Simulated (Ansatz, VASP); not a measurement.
**Al4NiPd3: VASP beside Ansatz**

INCAR

```
PREC = Accurate
ENCUT = 520
EDIFF = 1E-7
ISMEAR = 0
SIGMA = 0.1
LREAL = False
LASPH = True
NELM = 100
ALGO = Fast
ISIF = 2
LWAVE = False
LCHARG = False
GGA = PE
NBANDS = 36
```

The input KPOINTS:

```
regular mesh
0
Gamma
  4 4 4
```

The input POSCAR:

```
Al4NiPd3
1.0
   -3.0373203000      3.0373203000      3.0373203000
    3.0373203000     -3.0373203000      3.0373203000
    3.0373203000      3.0373203000     -3.0373203000
Al Ni Pd
4 1 3
Direct
    0.5000000000      0.5000000000      0.5000000000
    0.0000000000      0.5000000000      0.0000000000
    0.5000000000      0.0000000000      0.0000000000
    0.0000000000      0.0000000000      0.5000000000
    0.0000000000      0.0000000000      0.0000000000
    0.5000000000      0.0000000000      0.5000000000
    0.0000000000      0.5000000000      0.5000000000
    0.5000000000      0.5000000000      0.0000000000
```

Input for Ansatz:

```yaml
crystal:
  lattice:
    - [-3.0373203, 3.0373203, 3.0373203]
    - [3.0373203, -3.0373203, 3.0373203]
    - [3.0373203, 3.0373203, -3.0373203]
  atoms:
    - { symbol: Al, position: [0.5, 0.5, 0.5] }
    - { symbol: Al, position: [0.0, 0.5, 0.0] }
    - { symbol: Al, position: [0.5, 0.0, 0.0] }
    - { symbol: Al, position: [0.0, 0.0, 0.5] }
    - { symbol: Ni, position: [0.0, 0.0, 0.0] }
    - { symbol: Pd, position: [0.5, 0.0, 0.5] }
    - { symbol: Pd, position: [0.0, 0.5, 0.5] }
    - { symbol: Pd, position: [0.5, 0.5, 0.0] }
basis:
  ecutwfc: 420
kpoints:
  mp_grid: { grid: [4, 4, 4] }
hamiltonian:
  xc: pbe
scf:
  occupations: { method: gaussian, width: 0.1 }
  lower_state_search: "off"
output:
  forces: true
  stress: true
  eigenvalues: true
```

Alike in both runs: task single point; functional PBE; k mesh 4 × 4 × 4; occupations gaussian, width 0.1 eV; no spin polarisation.

```csv
,VASP,Ansatz
version,VASP 6.6.1,Ansatz 0.2.0
potentials or method,"VASP PAW PBE potentials, release 64 (Al, Ni, Pd), cutoff 520 eV","scalar-relativistic, plane waves, PAW"
valence electrons in the cell,52,84
```

|  | VASP | Ansatz | Ansatz less VASP |
| --- | --- | --- | --- |
| gap on the k mesh at the Fermi level (eV) | none | none | - |
| pressure (GPa) | 0.3 | 0.3 | +0.04 |

A gap of «none» marks a metal or a gap that the smearing closes. With one functional, cell and mesh, what is left measures potentials, basis and numerics. VASP's potentials hold 52 valence electrons a cell and Ansatz's 84, so a difference there can come from the potentials and not from the codes.

The k mesh is coarse, so the values compare programs but aren't converged.
